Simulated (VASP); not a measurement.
# O (Fmmm) in VASP: notebook, part 3 of 3

VASP 6.6.1.

### 5 Electric field gradients, LDA

This run uses another cell than the first one, of 11.07 Å³/atom.

File INCAR:

```
ALGO = Normal
EDIFF = 1E-8
ENCUT = 520
ISIF = 2
ISMEAR = -1
LASPH = True
LCHARG = False
LEFG = True
LREAL = False
LWAVE = False
NBANDS = 13
NELM = 80
PREC = Accurate
SIGMA = 0.08
```

File KPOINTS:

```
k-points
0
Gamma
  14 14 14
```

File POSCAR:

```
O
1.0
    0.0000000000      1.8898850000      3.8988370000
    1.5017730000      0.0000000000      3.8988370000
    1.5017730000      1.8898850000      0.0000000000
O
2
Direct
    0.4210980000      0.4210980000      0.5789020000
    0.5789020000      0.5789020000      0.4210980000
```

Potentials or basis: VASP PAW LDA potentials, release 64 (O).

Started as:

```bash
$ cat potpaw_LDA.64/O/POTCAR > POTCAR
$ mpirun -np 1 vasp_std > vasp.out
```

OUTCAR:

```text
EDIFF = 1E-8
   ENCUT = 520
   ISIF = 2
   ISMEAR = -1
   LASPH = True
   LREAL = False
   NELM = 80
   PREC = Accurate

 ion  position               nearest neighbor table
   1  0.421  0.421  0.579-   2 1.23
   2  0.579  0.579  0.421-   1 1.23

  LATTYP: Found a face centered orthorhombic cell.
 ALAT       =     3.0035460000
 B/A-ratio  =     1.2584358621
 C/A-ratio  =     2.5961560103

  Lattice vectors:

 A1 = (   0.0000000000,   1.8898850000,   3.8988370000)
 A2 = (   1.5017730000,   0.0000000000,   3.8988370000)
 A3 = (   1.5017730000,   1.8898850000,   0.0000000000)

Analysis of symmetry for initial positions (statically):
=====================================================================
 Subroutine PRICEL returns:
 Original cell was already a primitive cell.

 Routine SETGRP: Setting up the symmetry group for a
 face centered orthorhombic supercell.

 Subroutine GETGRP returns: Found  8 space group operations
 (whereof  8 operations were pure point group operations)
 out of a pool of  8 trial point group operations.

The static configuration has the point symmetry D_2h.

Analysis of symmetry for dynamics (positions and initial velocities):
=====================================================================
 Subroutine PRICEL returns:
 Original cell was already a primitive cell.

 Routine SETGRP: Setting up the symmetry group for a
 face centered orthorhombic supercell.

 Subroutine GETGRP returns: Found  8 space group operations
 (whereof  8 operations were pure point group operations)
 out of a pool of  8 trial point group operations.

The dynamic configuration has the point symmetry D_2h.
[... 526 lines left out ...]
      4      -5.4726      2.00000
      5      -4.5728      2.00000
      6       0.8524      0.00041
      7       1.6268      0.00000
      8       8.1199      0.00000
      9      11.5221      0.00000
     10      13.0902      0.00000
     11      20.0282      0.00000
     12      20.5962      0.00000
     13      25.2069      0.00000

 [... further k-points ...]

------------------------ aborting loop because EDIFF is reached ----------------------------------------

  FORCE on cell =-STRESS in cart. coord.  units (eV):
  Direction    XX          YY          ZZ          XY          YZ          ZX
  --------------------------------------------------------------------------------------
  -------------------------------------------------------------------------------------
  Total       -0.8032634     -1.2384965     -1.3029162     -0.0000000      0.0000000      0.0000000
  in kB      -58.1518845    -89.6603876    -94.3240267     -0.0000000      0.0000000      0.0000000
  external PRESSURE =     -80.7120996 kB  Pullay stress =       0.0000000 kB

 VOLUME and BASIS-vectors are now :
 -----------------------------------------------------------------------------
  energy-cutoff  :      520.00
  volume of cell :       22.13
      direct lattice vectors                 reciprocal lattice vectors
     0.000000000  1.889885000  3.898837000    -0.332939798  0.264566363  0.128243371
     1.501773000  0.000000000  3.898837000     0.332939798 -0.264566363  0.128243371
     1.501773000  1.889885000  0.000000000     0.332939798  0.264566363 -0.128243371

 POSITION                                       TOTAL-FORCE (eV/Angst)
 -----------------------------------------------------------------------------------
      1.50177      1.88989      3.28358         0.000000      0.000000      0.881523
      1.50177      1.88989      4.51409         0.000000      0.000000     -0.881523
 -----------------------------------------------------------------------------------
    total drift:                                0.000000      0.000000      0.000000

  FREE ENERGIE OF THE ION-ELECTRON SYSTEM (eV)
  ---------------------------------------------------
  free  energy   TOTEN  =       -10.9773626534 eV

  energy  without entropy=      -10.9563568016  energy(sigma->0) =      -10.96685973

 Electric field gradients (V/A^2)
---------------------------------------------------------------------
 ion       V_xx      V_yy      V_zz      V_xy      V_xz      V_yz
---------------------------------------------------------------------
   1     -73.255   -57.291   130.546     0.004     0.001     0.002
   2     -73.255   -57.291   130.546     0.004     0.001     0.002
---------------------------------------------------------------------

 Electric field gradients after diagonalization (V/A^2)
 (convention: |V_zz| > |V_xx| > |V_yy|)
----------------------------------------------------------------------
 ion       V_xx      V_yy      V_zz     asymmetry (V_yy - V_xx)/ V_zz
----------------------------------------------------------------------
   1     -73.255   -57.291   130.546       0.122
   2     -73.255   -57.291   130.546       0.122
----------------------------------------------------------------------

           NMR quadrupolar parameters

 Cq : quadrupolar parameter    Cq=e*Q*V_zz/h
 eta: asymmetry parameters     (V_yy - V_xx)/ V_zz
 Q  : nuclear electric quadrupole moment in mb (millibarn)
----------------------------------------------------------------------
 ion       Cq(MHz)       eta       Q (mb)
----------------------------------------------------------------------
   1       0.316       0.122       1.000
   2       0.316       0.122       1.000
----------------------------------------------------------------------
```

stdout:

```text
POSCAR found type information on POSCAR O
 POSCAR found :  1 types and       2 ions
 scaLAPACK will be used
 LDA part: xc-table for (Slater(with rela. corr.)+CA(PZ))
 , standard interpolation
 POSCAR, INCAR and KPOINTS ok, starting setup
 FFT: planning ... GRIDC
 FFT: planning ... GRID_SOFT
 FFT: planning ... GRID
 WAVECAR not read
 entering main loop
ion   1

ion   2
```

Wall time 75 s (1 thread of Oxide Virtual Turin-like, shared host); peak memory 0.16 GiB.

Results:

| Item | Value |
| --- | --- |
| Free energy | -10.9774 eV |
| Pressure | -8.1 GPa |
| Largest force | 0.882 eV/Å |
| Band gap on the k mesh | zero (bands 6 and 7 overlap by 2.05 eV) |
| Largest electric field gradient by atom | O +130.5 V/Å² |

Forces on the atoms (eV/Å):
```
O    0.000  0.000  0.882
O    0.000  0.000 -0.882
```

Electric field gradients, principal values (V/Å²):
```
atom    least   middle  greatest (by size)
 1 O  -57.291  -73.255             130.546
 2 O  -57.291  -73.255             130.546
```

Caveat: the standard files for N, O and F lose accuracy on very short bonds; spin is off for a triplet molecule; the cell stands under tension; without QUAD_EFG the Cq values of the log hold for a quadrupole moment of 1 mb, not for the nuclei.

### 6 Electric field gradients, LDA (11.29 Å³/atom)

This run uses another cell than the first one, of 11.29 Å³/atom.

File INCAR:

```
PREC     = Accurate       # precision mode
ENCUT    = 520            # plane-wave cutoff, eV
EDIFF    = 1E-8           # SCF threshold, eV
ISMEAR   = -1             # smearing method
SIGMA    = 0.08           # smearing width, eV
LREAL    = F              # projectors in reciprocal space
LASPH    = T              # aspherical terms in the spheres
NELM     = 80             # most SCF steps
ALGO     = Normal         # electronic algorithm
ISIF     = 2              # what is computed and relaxed
LWAVE    = F              # write WAVECAR
LCHARG   = F              # write CHGCAR
LEFG     = T            
NBANDS   = 13             # bands
```

File KPOINTS:

```
regular mesh
0
Gamma
  14 14 14
```

File POSCAR:

```
O
1.0
    0.0000000000      1.9024011595      3.9246578651
    1.5117188064      0.0000000000      3.9246578651
    1.5117188064      1.9024011595      0.0000000000
O
2
Direct
    0.4210980000      0.4210980000      0.5789020000
    0.5789020000      0.5789020000      0.4210980000
```

Potentials or basis: VASP PAW LDA potentials, release 64 (O).

Started as:

```bash
$ cat potpaw_LDA.64/O/POTCAR > POTCAR
$ mpirun -np 1 vasp_std > vasp.out
```

OUTCAR:

```text
PREC = Accurate
   ENCUT = 520
   EDIFF = 1E-8
   ISMEAR = -1
   LREAL = F
   LASPH = T
   NELM = 80
   ISIF = 2

 ion  position               nearest neighbor table
   1  0.421  0.421  0.579-   2 1.24
   2  0.579  0.579  0.421-   1 1.24

  LATTYP: Found a face centered orthorhombic cell.
 ALAT       =     3.0234376128
 B/A-ratio  =     1.2584358622
 C/A-ratio  =     2.5961560103

  Lattice vectors:

 A1 = (   0.0000000000,   1.9024011595,   3.9246578651)
 A2 = (   1.5117188064,   0.0000000000,   3.9246578651)
 A3 = (   1.5117188064,   1.9024011595,   0.0000000000)

Analysis of symmetry for initial positions (statically):
=====================================================================
 Subroutine PRICEL returns:
 Original cell was already a primitive cell.

 Routine SETGRP: Setting up the symmetry group for a
 face centered orthorhombic supercell.

 Subroutine GETGRP returns: Found  8 space group operations
 (whereof  8 operations were pure point group operations)
 out of a pool of  8 trial point group operations.

The static configuration has the point symmetry D_2h.

Analysis of symmetry for dynamics (positions and initial velocities):
=====================================================================
 Subroutine PRICEL returns:
 Original cell was already a primitive cell.

 Routine SETGRP: Setting up the symmetry group for a
 face centered orthorhombic supercell.

 Subroutine GETGRP returns: Found  8 space group operations
 (whereof  8 operations were pure point group operations)
 out of a pool of  8 trial point group operations.

The dynamic configuration has the point symmetry D_2h.

[... 525 lines left out ...]
      4      -5.5596      2.00000
      5      -4.6774      2.00000
      6       0.6394      0.00053
      7       1.3908      0.00000
      8       7.7855      0.00000
      9      11.2046      0.00000
     10      12.7828      0.00000
     11      19.6949      0.00000
     12      20.2720      0.00000
     13      24.8304      0.00000

 [... further k-points ...]

------------------------ aborting loop because EDIFF is reached ----------------------------------------

  FORCE on cell =-STRESS in cart. coord.  units (eV):
  Direction    XX          YY          ZZ          XY          YZ          ZX
  --------------------------------------------------------------------------------------
  -------------------------------------------------------------------------------------
  Total       -0.8896127     -1.3494830     -1.9968939      0.0000000      0.0000000      0.0000000
  in kB      -63.1403004    -95.7796175   -141.7296320      0.0000000      0.0000000      0.0000000
  external PRESSURE =    -100.2165167 kB  Pullay stress =       0.0000000 kB

 VOLUME and BASIS-vectors are now :
 -----------------------------------------------------------------------------
  energy-cutoff  :      520.00
  volume of cell :       22.57
      direct lattice vectors                 reciprocal lattice vectors
     0.000000000  1.902401160  3.924657865    -0.330749342  0.262825744  0.127399640
     1.511718806  0.000000000  3.924657865     0.330749342 -0.262825744  0.127399640
     1.511718806  1.902401160  0.000000000     0.330749342  0.262825744 -0.127399640

 POSITION                                       TOTAL-FORCE (eV/Angst)
 -----------------------------------------------------------------------------------
      1.51172      1.90240      3.30533         0.000000      0.000000      1.426501
      1.51172      1.90240      4.54398         0.000000      0.000000     -1.426501
 -----------------------------------------------------------------------------------
    total drift:                                0.000000      0.000000      0.000000

  FREE ENERGIE OF THE ION-ELECTRON SYSTEM (eV)
  ---------------------------------------------------
  free  energy   TOTEN  =       -10.9535288676 eV

  energy  without entropy=      -10.9318740171  energy(sigma->0) =      -10.94270144

 Electric field gradients (V/A^2)
---------------------------------------------------------------------
 ion       V_xx      V_yy      V_zz      V_xy      V_xz      V_yz
---------------------------------------------------------------------
   1     -74.040   -58.441   132.481     0.004     0.001     0.002
   2     -74.040   -58.441   132.481     0.004     0.001     0.002
---------------------------------------------------------------------

 Electric field gradients after diagonalization (V/A^2)
 (convention: |V_zz| > |V_xx| > |V_yy|)
----------------------------------------------------------------------
 ion       V_xx      V_yy      V_zz     asymmetry (V_yy - V_xx)/ V_zz
----------------------------------------------------------------------
   1     -74.040   -58.441   132.481       0.118
   2     -74.040   -58.441   132.481       0.118
----------------------------------------------------------------------

           NMR quadrupolar parameters

 Cq : quadrupolar parameter    Cq=e*Q*V_zz/h
 eta: asymmetry parameters     (V_yy - V_xx)/ V_zz
 Q  : nuclear electric quadrupole moment in mb (millibarn)
----------------------------------------------------------------------
 ion       Cq(MHz)       eta       Q (mb)
----------------------------------------------------------------------
   1       0.320       0.118       1.000
   2       0.320       0.118       1.000
----------------------------------------------------------------------
```

OSZICAR:

```text
N       E                     dE             d eps       ncg     rms          rms(c)
DAV:   1     0.432646493999E+02    0.43265E+02   -0.70451E+03 11421   0.871E+02
DAV:   2    -0.964672132651E+01   -0.52911E+02   -0.50694E+02 14050   0.198E+02
DAV:   3    -0.112618612042E+02   -0.16151E+01   -0.16038E+01 12717   0.321E+01
DAV:   4    -0.112673783191E+02   -0.55171E-02   -0.55169E-02 12726   0.216E+00
DAV:   5    -0.112674064294E+02   -0.28110E-04   -0.28110E-04 12960   0.131E-01    0.435E+00
DAV:   6    -0.110150039377E+02    0.25240E+00   -0.23478E-01 11923   0.425E+00    0.228E+00
DAV:   7    -0.109530478616E+02    0.61956E-01   -0.20590E-01 12388   0.389E+00    0.439E-01
DAV:   8    -0.109536216975E+02   -0.57384E-03   -0.16213E-02 11443   0.105E+00    0.548E-02
DAV:   9    -0.109535321741E+02    0.89523E-04   -0.40352E-04 12439   0.176E-01    0.242E-02
DAV:  10    -0.109535293719E+02    0.28022E-05   -0.17154E-05 12633   0.400E-02    0.595E-03
DAV:  11    -0.109535288973E+02    0.47464E-06   -0.27280E-06 12153   0.149E-02    0.214E-03
DAV:  12    -0.109535288630E+02    0.34326E-07   -0.38087E-07 12243   0.516E-03    0.612E-04
DAV:  13    -0.109535288676E+02   -0.46756E-08   -0.96165E-09  8477   0.892E-04
   1 F= -.10953529E+02 E0= -.10942701E+02  d E =-.216549E-01
```

It took 2.1 min on 1 thread of Oxide Virtual Turin-like, shared host; peak memory 0.17 GiB.

What came out:

| Item | Value |
| --- | --- |
| Free energy | -10.9535 eV |
| Pressure | -10.0 GPa |
| Largest force | 1.427 eV/Å |
| Band gap on the k mesh | zero (bands 6 and 7 overlap by 1.99 eV) |
| Largest electric field gradient by atom | O +132.5 V/Å² |

Forces on the atoms (eV/Å):
```
O    0.000  0.000  1.427
O    0.000  0.000 -1.427
```

Electric field gradients, principal values (V/Å²):
| atom | least | middle | greatest (by size) |
| --- | --- | --- | --- |
| 1 O | -58.441 | -74.040 | 132.481 |
| 2 O | -58.441 | -74.040 | 132.481 |

Caveat: the standard files for N, O and F lose accuracy on very short bonds; spin is off for a triplet molecule; the stress differs along the axes, from -14 to -6 GPa; without QUAD_EFG the Cq values of the log hold for a quadrupole moment of 1 mb, not for the nuclei; forces of over 1 eV/Å act on the atoms, so gaps and moduli don't describe the material at rest.

### 7 Overview

| cell | smearing | gap on the mesh (eV) | pressure (GPa) | largest force (eV/Å) |
| --- | --- | --- | --- | --- |
| a = 4.274, b = 4.122, c = 2.381 Å, angles 77.1, 70.0, 32.9°, 2 atoms | fermi-dirac 0.08 eV | none | -3.4 | 0.34 |
| a = 4.274, b = 4.122, c = 2.381 Å, angles 77.1, 70.0, 32.9°, 2 atoms | tetrahedron | none | -3.5 | 0.34 |
| a = 4.304, b = 4.150, c = 2.398 Å, angles 77.1, 70.0, 32.9°, 2 atoms | fermi-dirac 0.08 eV | none | -5.9 | 0.29 |
| a = 4.333, b = 4.178, c = 2.414 Å, angles 77.1, 70.0, 32.9°, 2 atoms | fermi-dirac 0.08 eV | none | -8.1 | 0.88 |
| a = 4.361, b = 4.206, c = 2.430 Å, angles 77.1, 70.0, 32.9°, 2 atoms | fermi-dirac 0.08 eV | none | -10.0 | 1.43 |

Alike in all rows: task electric field gradients; level LDA; potentials or basis VASP PAW LDA potentials, release 64 (O); no spin polarisation; k mesh 14 × 14 × 14; cutoff (eV) 520.

Caveats: the standard files for N, O and F lose accuracy on very short bonds; spin is off for a triplet molecule; the cell stands under tension (at least some runs); the stress differs along the axes, from -7 to 2 GPa (at least some runs); the stress differs along the axes, from -8 to 2 GPa (at least some runs); the stress differs along the axes, from -14 to -6 GPa (at least some runs).

Absolute energies hang on the potentials; compare differences alone.
